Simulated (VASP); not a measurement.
# BN in VASP: settings compared

The runs below take BN through single point, with PBE, r2SCAN.

Program: VASP 6.6.1. These are calculated values, not measurements. Logs are shortened: lines on timing, memory, paths and dates and some standing lists are left out, and cuts for length are marked.

## 1. The cell of the first run

The structure is tetragonal, space group I-4m2 (No. 119). The conventional cell has a = 2.552 Å, b = 2.552 Å, c = 3.754 Å, α = 90.00°, β = 90.00°, γ = 90.00°. Within 2.1 Å of B (site symmetry -4m2) lie 4 N at 1.58 Å. Within 2.1 Å of N (site symmetry -4m2) lie 4 B at 1.58 Å.

## 2. Single point, PBE (uniaxial x strain +4.0%)

Contents of INCAR:

```
SYSTEM = BN
PREC = Accurate ; ENCUT = 520
EDIFF = 1E-6 ; ISMEAR = -1
SIGMA = 0.02 ; LREAL = .False.
LASPH = .True. ; NELM = 100
ALGO = Normal ; ISIF = 2
LWAVE = .False. ; LCHARG = .False.
GGA = PE ; NBANDS = 11
```

Contents of KPOINTS:

```
regular mesh
0
Gamma
  12 12 12
  0 0 0
```

Contents of POSCAR:

```
BN
1.0
    0.0000000000      1.8048254497      1.8048254497
    1.8770184676      0.0000000000      1.8048254497
    1.8770184676      1.8048254497      0.0000000000
B N
1 1
Direct
    0.0000000000      0.0000000000      0.0000000000
    0.2500000000      0.2500000000      0.2500000000
```

Potentials or basis: VASP PAW PBE potentials, release 64 (B, N).

On the command line:

```sh
> cat potpaw_PBE.64/B/POTCAR potpaw_PBE.64/N/POTCAR > POTCAR
> mpirun -np 1 vasp_std > vasp.out
```

OUTCAR:

```text
SYSTEM = BN
   PREC = Accurate
   ENCUT = 520
   EDIFF = 1E-6
   ISMEAR = -1
   LREAL = .False.
   LASPH = .True.
   NELM = 100
   ISIF = 2
   GGA = PE

 ion  position               nearest neighbor table
   1  0.000  0.000  0.000-   2 1.58   2 1.58   2 1.58   2 1.58
   2  0.250  0.250  0.250-   1 1.58   1 1.58   1 1.58   1 1.58

  LATTYP: Found a body centered tetragonal cell.
 ALAT       =     2.5524086287
 C/A-ratio  =     1.4707821048

  Lattice vectors:

 A1 = (   1.8770184676,   0.0000000000,   1.8048254497)
 A2 = (   1.8770184676,   0.0000000000,  -1.8048254497)
 A3 = (  -1.8770184676,   1.8048254497,   0.0000000000)

Analysis of symmetry for initial positions (statically):
=====================================================================
 Subroutine PRICEL returns:
 Original cell was already a primitive cell.

 Routine SETGRP: Setting up the symmetry group for a
 body centered tetragonal supercell.

 Subroutine GETGRP returns: Found  8 space group operations
 (whereof  8 operations were pure point group operations)
 out of a pool of 16 trial point group operations.

The static configuration has the point symmetry D_2d.

Analysis of symmetry for dynamics (positions and initial velocities):
=====================================================================
 Subroutine PRICEL returns:
 Original cell was already a primitive cell.

 Routine SETGRP: Setting up the symmetry group for a
 body centered tetragonal supercell.

 Subroutine GETGRP returns: Found  8 space group operations
 (whereof  8 operations were pure point group operations)
 out of a pool of 16 trial point group operations.

The dynamic configuration has the point symmetry D_2d.

 Subroutine INISYM returns: Found  8 space group operations
 (whereof  8 operations are pure point group operations),
 and found     1 'primitive' translations

----------------------------------------------------------------------------------------

                                     Primitive cell

  volume of cell :      12.2284

  direct lattice vectors                    reciprocal lattice vectors
     0.000000000  1.804825450  1.804825450    -0.266379904  0.277035101  0.277035101
     1.877018468  0.000000000  1.804825450     0.266379904 -0.277035101  0.277035101
     1.877018468  1.804825450  0.000000000     0.266379904  0.277035101 -0.277035101

  length of vectors
[... 81 lines left out ...]
   NELM   =    100;   NELMIN=  2; NELMDL= -5     # of ELM steps
   EDIFF  = 0.1E-05   stopping-criterion for ELM
   LREAL  =      F    real-space projection
   EDIFFG = 0.1E-04   stopping-criterion for IOM
   NSW    =      0    number of steps for IOM
   IBRION =     -1    ionic relax: 0-MD 1-quasi-New 2-CG
   NFREE  =      0    steps in history (QN), initial steepest desc. (CG)
   ISIF   =      2    stress and relaxation
   ISYM   =      2    0-nonsym 1-usesym 2-fastsym
   POTIM  = 0.5000    time-step for ionic-motion
   TEBEG  =    0.0;   TEEND  =   0.0 temperature during run
   PSTRESS=    0.0 pullay stress
   NELECT =       8.0000    total number of electrons
   NUPDOWN=      -1.0000    fix difference up-down
   EMIN   =  10.00;   EMAX   =-10.00  energy-range for DOS
   EFERMI =   0.00;   METHOD = LEGACY
   ISMEAR =    -1;   SIGMA  =   0.02  broadening in eV -4-tet -1-fermi 0-gaus
   EFERMI_NEDOS =   21; number of points for ismear=-14 and -15
   IALGO  =     38    algorithm
   IMIX   =      4    mixing-type and parameters
     AMIX     =   0.40;   BMIX     =  1.00
     AMIX_MAG =   1.60;   BMIX_MAG =  1.00
  volume/ion in A,a.u.               =       6.11        41.26
  Fermi-wavevector in a.u.,A,eV,Ry     =   1.421178  2.685637 27.480329  2.019747
  Thomas-Fermi vector in A             =   2.542015
   LORBIT       =      0    0 simple, 1 ext, 2 COOP (PROOUT), +10 PAW based schemes
   GGA     = PE    functional components
   LHFCALC =     F    Hartree Fock is set to
   AEXX    =    0.0000 exact exchange contribution
   IVDW    =     0    specifies the selected vdW correction
   LEPSILON=     F    determine dielectric tensor
   LRPA    =     F    only Hartree local field effects (RPA)
 non-spin polarized calculation
  energy-cutoff  :      520.00
  volume of cell :       12.23
 maximum number of plane-waves:       342
   NGX =  9   NGY =  9   NGZ =  9

 number of electron       8.0000000 magnetization

 Free energy of the ion-electron system (eV)
  ---------------------------------------------------
  ext. energy  EPLUGINS =         0.00000000
  ---------------------------------------------------
  free energy    TOTEN  =       -17.41807421 eV

  energy without entropy =      -17.41807421  energy(sigma->0) =      -17.41807421

 E-fermi :   7.6012     XC(G=0): -12.6530

 val. band max:        7.1181538007   @ k =   0.0000   0.0000   0.0000
 cond. band min:      11.1965036999   @ k =   0.5000   0.5000   0.0000
 fundamental gap:      4.0783498992
 Fermi energy:         7.6012096628

 k-point     1 :       0.0000    0.0000    0.0000
  band No.  band energies     occupation
      1     -12.8566      2.00000
      2       6.7147      2.00000
      3       7.1182      2.00000
      4       7.1182      2.00000
      5      15.5585      0.00000
      6      15.5585      0.00000
      7      15.8357      0.00000
      8      16.7595      0.00000
      9      31.0965      0.00000
     10      33.1590      0.00000
     11      33.6743      0.00000
[... 309 lines left out ...]
 k-point    24 :      -0.4167    0.1667   -0.0000
  band No.  band energies     occupation
      1      -8.4489      2.00000
      2      -2.6909      2.00000
      3       3.1200      2.00000
      4       4.3674      2.00000
      5      15.8515      0.00000
      6      18.4351      0.00000
      7      19.4214      0.00000
      8      22.2355      0.00000
      9      27.4459      0.00000
     10      31.9466      0.00000
     11      32.9567      0.00000

 [... further k-points ...]
[... 5 lines left out ...]
  --------------------------------------------------------------------------------------
  -------------------------------------------------------------------------------------
  Total       -1.9624344     -0.0835931     -0.0835931      0.0000000      0.0000000      0.0000000
  in kB     -257.1205468    -10.9524697    -10.9524697      0.0000000      0.0000000      0.0000000
  external PRESSURE =     -93.0084954 kB  Pullay stress =       0.0000000 kB

 VOLUME and BASIS-vectors are now :
 -----------------------------------------------------------------------------
  energy-cutoff  :      520.00
  volume of cell :       12.23
      direct lattice vectors                 reciprocal lattice vectors
     0.000000000  1.804825450  1.804825450    -0.266379904  0.277035101  0.277035101
     1.877018468  0.000000000  1.804825450     0.266379904 -0.277035101  0.277035101
     1.877018468  1.804825450  0.000000000     0.266379904  0.277035101 -0.277035101

 POSITION                                       TOTAL-FORCE (eV/Angst)
 -----------------------------------------------------------------------------------
      0.00000      0.00000      0.00000         0.000000      0.000000      0.000000
      0.93851      0.90241      0.90241        -0.000000     -0.000000     -0.000000
 -----------------------------------------------------------------------------------
    total drift:                                0.000001     -0.000000     -0.000000

  FREE ENERGIE OF THE ION-ELECTRON SYSTEM (eV)
  ---------------------------------------------------
  free  energy   TOTEN  =       -17.4180742141 eV

  energy  without entropy=      -17.4180742141  energy(sigma->0) =      -17.41807421
```

stdout:

```text
POSCAR found type information on POSCAR B N
 POSCAR found :  2 types and       2 ions
 scaLAPACK will be used
 LDA part: xc-table for (Slater+PW92), standard interpolation
 POSCAR, INCAR and KPOINTS ok, starting setup
 FFT: planning ... GRIDC
 FFT: planning ... GRID_SOFT
 FFT: planning ... GRID
 WAVECAR not read
 entering main loop
```

It took 8.6 s on 1 thread of AMD EPYC 9R45 (Zen 5), shared host; peak memory 0.1 GiB.

Results:

```
Free energy            : -17.4181 eV
Pressure               : -9.3 GPa
Band gap on the k mesh : 4.08 eV, indirect (least direct gap 8.44 eV)
```

Levels at points of the mesh, in eV from the valence-band top:
```
           k point  band 1  band 2  band 3  band 4  band 5  band 6  band 7  band 8
(0.00, 0.00, 0.00)  -19.97   -0.40    0.00    0.00    8.44    8.44    8.72    9.64
(0.50, 0.00, 0.00)  -15.92  -10.51   -2.31   -1.71    9.13   10.58   10.61   14.77
(0.50, 0.50, 0.00)  -14.45   -8.64   -5.03   -5.03    4.08    8.61   16.94   17.52
(0.00, 0.50, 0.50)  -14.88   -9.19   -4.52   -4.52    4.74    9.50   17.17   17.17
```

Caveat: the cell differs from its parent crystal (uniaxial x strain +4.0%).

## 3. Single point, r2SCAN (uniaxial z strain +0.5%)

Contents of POSCAR:

```
BN
1.0
    0.0000000000      1.8048254497      1.8138495769
    1.8048254497      0.0000000000      1.8138495769
    1.8048254497      1.8048254497      0.0000000000
B N
1 1
Direct
    0.0000000000      0.0000000000      0.0000000000
    0.2500000000      0.2500000000      0.2500000000
```

Contents of INCAR.step1:

```
  PREC = Accurate
  ENCUT = 520
  ISMEAR = 0
  SIGMA = 0.01
  LREAL = False
  LASPH = True
  NELM = 80
  NBANDS = 11
  GGA = PE
  ALGO = Normal
  EDIFF = 1E-4
  LWAVE = True
  LCHARG = False
```

Contents of INCAR.step2:

```
  PREC = Accurate
  ENCUT = 520
  EDIFF = 1E-6
  ISMEAR = 0
  SIGMA = 0.01
  LREAL = False
  LASPH = True
  NELM = 80
  ALGO = Normal
  ISIF = 2
  LWAVE = False
  LCHARG = False
  METAGGA = R2SCAN
  LMIXTAU = True
  NBANDS = 11
  ISTART = 1
```

Contents of KPOINTS:

```
Automatic mesh
0
Gamma
  12 12 12
```

Potentials or basis: VASP PAW PBE potentials, release 64 (B, N).

On the command line:

```sh
> cat potpaw_PBE.64/B/POTCAR potpaw_PBE.64/N/POTCAR > POTCAR
> cp INCAR.step1 INCAR
> mpirun -np 1 vasp_std > vasp.out
> cp INCAR.step2 INCAR
> mpirun -np 1 vasp_std > vasp.out
```

Run time: 42 s. Hardware: 1 thread of AMD EPYC 9R45 (Zen 5), shared host; peak memory 0.1 GiB.

It converged, with:

| Item | Value |
| --- | --- |
| Free energy | -19.1714 eV |
| Pressure | -0.8 GPa |
| Band gap on the k mesh | 4.93 eV, indirect (least direct gap 9.49 eV) |

Stress tensor (GPa, compression positive):
```
 0.26  0.00  0.00
 0.00  0.26  0.00
 0.00  0.00 -2.97
```

Levels at points of the mesh, in eV from the valence-band top:
```tsv
k point	band 2	band 3	band 4	band 5	band 6	band 7
(0.00, 0.00, 0.00)	-0.05	0.00	0.00	9.49	9.49	9.53
(0.50, 0.00, 0.00)	-11.09	-2.07	-1.99	10.75	11.43	11.48
(0.50, 0.50, 0.00)	-9.38	-5.06	-5.06	5.02	9.88	19.22
(0.50, 0.00, 0.50)	-9.31	-5.14	-5.13	4.93	9.75	19.20
```

Caveat: the cell differs from its parent crystal (uniaxial z strain +0.5%); the PAW data sets were made with another functional, which shifts forces and pressure a little. A k mesh can miss the band edges.

## 4. Single point, r2SCAN (epitaxial xy strain +2.0%)

Contents of POSCAR:

```
BN
1.0
    0.0000000000      1.8409219587      1.7893037172
    1.8409219587      0.0000000000      1.7893037172
    1.8409219587      1.8409219587      0.0000000000
B N
1 1
Direct
    0.0000000000      0.0000000000      0.0000000000
    0.2500000000      0.2500000000      0.2500000000
```

Contents of INCAR.step1:

```
SYSTEM = BN
ALGO = Normal ; EDIFF = 1E-4
ENCUT = 520 ; GGA = PE
ISMEAR = 0 ; LASPH = .TRUE.
LCHARG = .FALSE. ; LREAL = .FALSE.
LWAVE = .TRUE. ; NBANDS = 11
NELM = 100 ; PREC = Accurate
SIGMA = 0.01
```

Contents of INCAR.step2:

```
SYSTEM = BN
ALGO = Normal ; EDIFF = 1E-7
ENCUT = 520 ; ISIF = 2
ISMEAR = 0 ; ISTART = 1
LASPH = .TRUE. ; LCHARG = .FALSE.
LMIXTAU = .TRUE. ; LREAL = .FALSE.
LWAVE = .FALSE. ; METAGGA = R2SCAN
NBANDS = 11 ; NELM = 100
PREC = Accurate ; SIGMA = 0.01
```

Contents of KPOINTS:

```
k-points
0
G
  12 12 12
  0 0 0
```

On the command line:

```sh
> cat potpaw_PBE.64/B/POTCAR potpaw_PBE.64/N/POTCAR > POTCAR
> cp INCAR.step1 INCAR
> mpirun -np 1 vasp_std > vasp.out
> cp INCAR.step2 INCAR
> mpirun -np 1 vasp_std > vasp.out
```

Run time: 50 s. Hardware: 1 thread of AMD EPYC 9R45 (Zen 5), shared host; peak memory 0.1 GiB.

Results (log left out):

* Free energy: -19.1490 eV
* Pressure: -10.5 GPa
* Band gap on the k mesh: 4.45 eV, indirect (least direct gap 9.09 eV)

Stress tensor (GPa, compression positive):
```
-16.16   0.00   0.00
  0.00 -16.16   0.00
  0.00   0.00   0.96
```

Levels at points of the mesh, in eV from the valence-band top:
| k point | band 2 | band 3 | band 4 | band 5 | band 6 | band 7 |
| --- | --- | --- | --- | --- | --- | --- |
| (0.00, 0.00, 0.00) | -0.27 | -0.27 | 0.00 | 9.09 | 9.29 | 9.29 |
| (0.50, 0.00, 0.00) | -11.01 | -2.36 | -1.93 | 10.05 | 10.98 | 11.50 |
| (0.50, 0.50, 0.00) | -9.04 | -5.40 | -5.40 | 4.45 | 9.02 | 18.70 |
| (0.50, 0.00, 0.50) | -9.46 | -5.02 | -5.00 | 4.93 | 9.71 | 18.39 |

Caveat: the cell differs from its parent crystal (epitaxial xy strain +2.0%); the PAW data sets were made with another functional, which shifts forces and pressure a little.

## 5. Single point, r2SCAN (uniaxial x strain +4.0%)

Contents of POSCAR:

```
BN
1.0
    0.0000000000      1.8048254497      1.8048254497
    1.8770184676      0.0000000000      1.8048254497
    1.8770184676      1.8048254497      0.0000000000
B N
1 1
Direct
    0.0000000000      0.0000000000      0.0000000000
    0.2500000000      0.2500000000      0.2500000000
```

Contents of INCAR.step1:

```
ALGO = Normal ; EDIFF = 1E-4
ENCUT = 520 ; GGA = PE
ISMEAR = 0 ; LASPH = T
LCHARG = F ; LREAL = F
LWAVE = T ; NBANDS = 11
NELM = 60 ; PREC = Accurate
SIGMA = 0.01
```

Contents of INCAR.step2:

```
ALGO = Normal ; EDIFF = 1E-6
ENCUT = 520 ; ISIF = 2
ISMEAR = 0 ; ISTART = 1
LASPH = T ; LCHARG = F
LMIXTAU = T ; LREAL = F
LWAVE = F ; METAGGA = R2SCAN
NBANDS = 11 ; NELM = 60
PREC = Accurate ; SIGMA = 0.01
```

Contents of KPOINTS:

```
k-points
0
Gamma
  12 12 12
```

On the command line:

```sh
> cat potpaw_PBE.64/B/POTCAR potpaw_PBE.64/N/POTCAR > POTCAR
> cp INCAR.step1 INCAR
> mpirun -np 1 vasp_std > vasp.out
> cp INCAR.step2 INCAR
> mpirun -np 1 vasp_std > vasp.out
```

Wall time 48 s (1 thread of AMD EPYC 9R45 (Zen 5), shared host); peak memory 0.1 GiB.

It converged, with:

```yaml
Free_energy: -19.1290 eV
Pressure: -13.3 GPa
Band_gap_on_the_k_mesh: 4.58 eV, indirect (least direct gap 9.14 eV)
```

Stress tensor (GPa, compression positive):
```
-30.47   0.00   0.00
  0.00  -4.73   0.00
  0.00   0.00  -4.73
```

Levels at points of the mesh, in eV from the valence-band top:
| k point | band 1 | band 2 | band 3 | band 4 | band 5 | band 6 | band 7 | band 8 |
| --- | --- | --- | --- | --- | --- | --- | --- | --- |
| (0.00, 0.00, 0.00) | -21.03 | -0.41 | 0.00 | 0.00 | 9.14 | 9.14 | 9.42 | 10.32 |
| (0.50, 0.00, 0.00) | -16.90 | -10.89 | -2.40 | -1.77 | 9.76 | 11.34 | 11.35 | 15.89 |
| (0.50, 0.50, 0.00) | -15.38 | -9.04 | -5.24 | -5.22 | 4.58 | 9.17 | 18.24 | 18.83 |
| (0.00, 0.50, 0.50) | -15.82 | -9.60 | -4.70 | -4.70 | 5.26 | 10.10 | 18.48 | 18.48 |

Caveat: the cell differs from its parent crystal (uniaxial x strain +4.0%); the PAW data sets were made with another functional, which shifts forces and pressure a little. A k mesh can miss the band edges.

## 6. Single point, PBE (shear xy strain -2.0%)

Contents of INCAR:

```
ALGO = Normal ; EDIFF = 1E-6
ENCUT = 520 ; GGA = PE
ISIF = 2 ; ISMEAR = -1
LASPH = True ; LCHARG = False
LREAL = False ; LWAVE = False
NBANDS = 11 ; NELM = 80
PREC = Accurate ; SIGMA = 0.02
```

KPOINTS is that of step 5.

Contents of POSCAR:

```
BN
1.0
   -0.0180482545      1.8048254497      1.8048254497
    1.8048254497     -0.0180482545      1.8048254497
    1.7867771952      1.7867771952      0.0000000000
B N
1 1
Direct
   -0.0000912040     -0.0000912040      0.0000912040
    0.2500912040      0.2500912040      0.2499087960
```

Potentials or basis: VASP PAW PBE potentials, release 64 (B, N).

On the command line:

```sh
> cat potpaw_PBE.64/B/POTCAR potpaw_PBE.64/N/POTCAR > POTCAR
> mpirun -np 1 vasp_std > vasp.out
```

Run time: 14 s. Hardware: 1 thread of AMD EPYC 9R45 (Zen 5), shared host; peak memory 0.11 GiB.

The run converged. Its results:

```yaml
Free_energy: -17.4416 eV
Pressure: 5.2 GPa
Largest_force: 0.026 eV/Å
Band_gap_on_the_k_mesh: 4.39 eV, indirect (least direct gap 8.53 eV)
```

Forces in eV/Å, atoms in the order of the input:
```
B    0.000  0.000 -0.026
N    0.000  0.000  0.026
```

Stress tensor (GPa, compression positive):
```
5.27 9.20 0.00
9.20 5.27 0.00
0.00 0.00 5.07
```

Levels at points of the mesh, in eV from the valence-band top:
```
           k point  band 2  band 3  band 4  band 5  band 6  band 7
(0.00, 0.00, 0.00)   -0.09   -0.05    0.00    8.53    8.70    9.06
(0.50, 0.00, 0.00)  -10.80   -1.92   -1.91   10.25   10.71   10.90
(0.50, 0.50, 0.00)   -8.99   -5.16   -4.78    4.39    9.25   17.92
(0.00, 0.00, 0.50)  -10.75   -2.08   -2.06    9.94   10.47   10.79
(0.50, 0.00, 0.50)   -8.99   -4.97   -4.97    4.42    9.21   17.90
```

Caveat: the cell differs from its parent crystal (shear xy strain -2.0%). A k mesh can miss the band edges.

## 7. The runs side by side

```csv
level,cell,smearing,gap on the mesh (eV),pressure (GPa)
PBE,"a = 2.552, b = 2.604, c = 2.604 Å, angles 58.7, 60.7, 60.7°, 2 atoms",fermi-dirac 0.02 eV,4.08,-9.3
r2SCAN,"a = 2.559, b = 2.559, c = 2.552 Å, angles 60.1, 60.1, 59.8°, 2 atoms",gaussian 0.01 eV,4.93,-0.8
r2SCAN,"a = 2.567, b = 2.567, c = 2.603 Å, angles 59.5, 59.5, 60.9°, 2 atoms",gaussian 0.01 eV,4.45,-10.5
r2SCAN,"a = 2.552, b = 2.604, c = 2.604 Å, angles 58.7, 60.7, 60.7°, 2 atoms",gaussian 0.01 eV,4.58,-13.3
PBE,"a = 2.552, b = 2.552, c = 2.527 Å, angles 60.3, 60.3, 60.7°, 2 atoms",fermi-dirac 0.02 eV,4.39,5.2
```

Alike in all rows: task single point; potentials or basis VASP PAW PBE potentials, release 64 (B, N); no spin polarisation; k mesh 12 × 12 × 12; cutoff (eV) 520.

Caveats: the PAW data sets were made with another functional, which shifts forces and pressure a little (some runs).

Absolute energies hang on the potentials; compare differences alone.
